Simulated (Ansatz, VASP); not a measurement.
**One calculation of InSe, two programs**

```
Se In
1.0
     4.09400    0.00000    0.00000
    -2.04700    3.54551    0.00000
     0.00000    0.00000   36.71996
Se In
2 2
Cartesian
  0.0000 0.0000 15.4920
  0.0000 0.0000 21.2270
  2.0470 1.1818 16.8715
  2.0470 1.1818 19.8474
```

Alike in both runs: task single point; functional PBE; dispersion D3(BJ); k mesh 9 × 9 × 1; occupations gaussian, width 0.02 eV; no spin polarisation.

|  | VASP | Ansatz |
| --- | --- | --- |
| version | VASP 6.6.1 | Ansatz 0.2.0 |
| potentials or method | VASP PAW PBE potentials, release 64 (Se, In_d), cutoff 520 eV | scalar-relativistic, plane waves, PAW |
| valence electrons in the cell | 38 | 58 |

VASP gave:

| Item | Value |
| --- | --- |
| gap on the k mesh at the Fermi level (eV) | 1.50 |
| least direct gap on the mesh (eV) | 1.56 |
| rms of the force components (eV/Å) | 0.293 |

Q: What did Ansatz give for the same quantities?

A: gap on the k mesh at the Fermi level (eV): 1.51; least direct gap on the mesh (eV): 1.57; rms of the force components (eV/Å): 0.298.

VASP's potentials hold 38 valence electrons a cell and Ansatz's 58, so a difference there can come from the potentials and not from the codes. Ansatz's warnings: structure snapped to symmetry.
